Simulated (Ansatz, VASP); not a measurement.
Si7Ge in VASP and in Ansatz

```
CELL_PARAMETERS angstrom
5.46540 0.00000 0.00000
0.00000 5.46540 0.00000
0.00000 0.00000 5.46540
ATOMIC_POSITIONS crystal
Si 0.25262 0.25262 0.25262
Si 0.00000 0.50000 0.50000
Si 0.50000 0.50000 0.00000
Si 0.50000 0.00000 0.50000
Si 0.74738 0.25262 0.74738
Si 0.74738 0.74738 0.25262
Si 0.25262 0.74738 0.74738
Ge 0.00792 0.00792 0.00792
```

Alike in both runs: task single point; functional PBEsol; k mesh 6 × 6 × 6; occupations gaussian, width 0.03 eV; no spin polarisation.

```csv
,VASP,Ansatz
version,VASP 6.6.1,Ansatz 0.2.0
potentials or method,"VASP PAW PBE potentials, release 64 (Si, Ge_d), cutoff 520 eV","scalar-relativistic, plane waves, PAW"
valence electrons in the cell,42,42
```

Ansatz gave:

```
gap on the k mesh at the Fermi level (eV)                     : 0.24
least direct gap on the mesh (eV)                             : 0.24
pressure (GPa)                                                : -0.3
traceless stress, the component that is largest in VASP (GPa) : 0.46
rms of the force components (eV/Å)                            : 0.265
```

Question: Which values does VASP return?

Answer: gap on the k mesh at the Fermi level (eV): 0.24; least direct gap on the mesh (eV): 0.24; pressure (GPa): -0.2; traceless stress, the component that is largest in VASP (GPa): 0.46; rms of the force components (eV/Å): 0.264.

VASP's potentials were made for PBE, not for PBEsol. Atom by atom the forces differ by 0.004 eV/Å (rms over components).
